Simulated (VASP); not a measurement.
# Cu: single point with PBE

The system is Cu.

```
Cu
1.0
     0.00000    1.72413    1.81487
     1.72413    0.00000    1.81487
     1.72413    1.72413    0.00000
Cu
1
Direct
  0.00000 0.00000 0.00000
```

This cell differs from its parent crystal: strain -0.050 along x and y, +0.000 along z.

| Property | Result |
| --- | --- |
| Program | VASP 6.6.1 |
| Task | single point |
| Functional | PBE |
| Potentials or basis | VASP PAW PBE potentials, release 64 (Cu) |
| Cutoff | 520 eV |
| k mesh | 28 × 28 × 28 |
| Occupations | gaussian, width 0.15 eV |
| Spin | no spin polarisation |
| Dipole correction | no |
| Further INCAR settings | ALGO = Fast; EDIFF = 1e-06; NBANDS = 12 |

| Quantity | Value |
| --- | --- |
| Pressure | 19.6 GPa |

Stress tensor (GPa, compression positive):
```
21.21  0.00  0.00
 0.00 21.21  0.00
 0.00  0.00 16.48
```

Levels at points of the mesh, in eV from the Fermi level:
| k point | band 3 | band 4 | band 5 | band 6 | band 7 | band 8 | band 9 | band 10 |
| --- | --- | --- | --- | --- | --- | --- | --- | --- |
| (0.00, 0.00, 0.00) | -3.26 | -3.26 | -2.57 | -2.27 | 23.33 | 26.42 | 26.78 | 26.78 |
| (0.50, 0.00, 0.00) | -3.26 | -1.81 | -1.71 | -1.30 | 4.21 | 21.04 | 23.36 | 24.39 |
| (0.50, 0.50, 0.00) | -1.77 | -1.61 | -1.61 | 0.64 | 6.82 | 14.64 | 14.64 | 19.23 |
| (0.50, 0.00, 0.50) | -1.80 | -1.69 | -1.49 | 1.80 | 8.20 | 13.35 | 13.40 | 18.17 |

It took 2.3 min on 1 thread of Intel(R) Xeon(R) Platinum 8488C (Sapphire Rapids), on a shared host, peak memory 0.3 GiB.

Caveat: the cell differs from its parent crystal (strain -0.050 along x and y, +0.000 along z).
